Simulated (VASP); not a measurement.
Here is a VASP 6.6.1 calculation.

INCAR

```
  PREC = Accurate
  ENCUT = 520
  EDIFF = 1E-6
  ISMEAR = 1
  SIGMA = 0.05
  LREAL = Auto
  LASPH = True
  NELM = 120
  ALGO = Normal
  ISIF = 2
  LWAVE = False
  LCHARG = False
  GGA = PS
  NBANDS = 154
  ISYM = -1
  GGA_COMPAT = False
```

KPOINTS

```
explicit points
1
Reciprocal
  0.25000000   0.25000000   0.25000000 1
```

File POSCAR:

```
K7Mg7InF24
1.0
    7.9825440000      0.0000000000      0.0000000000
    0.0000000000      7.9825440000      0.0000000000
    0.0000000000      0.0000000000      7.9825440000
K In Mg F
7 1 7 24
Direct
    0.9947560000      0.9913550000      0.5023740000
    0.0024340000      0.4931150000      0.0086030000
    0.9876830000      0.5032560000      0.4983010000
    0.5060270000      0.9995450000      0.0007370000
    0.5058660000      0.9993790000      0.5018450000
    0.5055770000      0.5031130000      0.0043640000
    0.5102020000      0.4960690000      0.5003320000
    0.2542760000      0.2547080000      0.2534440000
    0.2486180000      0.2454190000      0.7472710000
    0.2525180000      0.7418160000      0.2496830000
    0.2597440000      0.7467420000      0.7475990000
    0.7483780000      0.2509550000      0.2617250000
    0.7483680000      0.2517730000      0.7421240000
    0.7521550000      0.7442520000      0.2541690000
    0.7497610000      0.7459540000      0.7532500000
    0.2444990000      0.2537720000      0.9967820000
    0.2548660000      0.2515770000      0.4997090000
    0.2525400000      0.7492430000      0.9963080000
    0.2531060000      0.7455340000      0.5038040000
    0.7596230000      0.2543050000      0.9995480000
    0.7533160000      0.2571950000      0.5002380000
    0.7501110000      0.7604190000      0.0028640000
    0.7436340000      0.7485710000      0.5032980000
    0.9936330000      0.2553780000      0.2589480000
    0.0098070000      0.2536820000      0.7540680000
    0.0022200000      0.7579670000      0.2551590000
    0.0039000000      0.7507060000      0.7561480000
    0.4887830000      0.2541890000      0.2472570000
    0.5085810000      0.2598300000      0.7448200000
    0.5045090000      0.7535580000      0.2453580000
    0.5062690000      0.7438790000      0.7470550000
    0.2581910000      0.9996100000      0.2445740000
    0.2473570000      0.0007440000      0.7454740000
    0.2460900000      0.4996490000      0.2557280000
    0.2457320000      0.5051430000      0.7458190000
    0.7479770000      0.9993200000      0.2477980000
    0.7424050000      0.0032370000      0.7482870000
    0.7432620000      0.5022620000      0.2498300000
    0.7400980000      0.5046140000      0.7451980000
```

Potentials or basis: VASP PAW PBE potentials, release 64 (K_sv, In_d, Mg, F).

The run is started by

```sh
$ cat potpaw_PBE.64/K_sv/POTCAR potpaw_PBE.64/In_d/POTCAR potpaw_PBE.64/Mg/POTCAR potpaw_PBE.64/F/POTCAR > POTCAR
$ mpirun -np 1 vasp_std > vasp.out
```

(1) Predict the largest force.

(2) What does it give for the band gap on the k mesh?

(3) Predict the pressure.

Results:

(1) 5.169 eV/Å.

(2) 5.76 eV.

(3) 2.4 GPa.

Caveat: the PAW data sets were made with another functional, which shifts forces and pressure a little; spin-orbit coupling is left out, which moves the levels of the heavy elements.
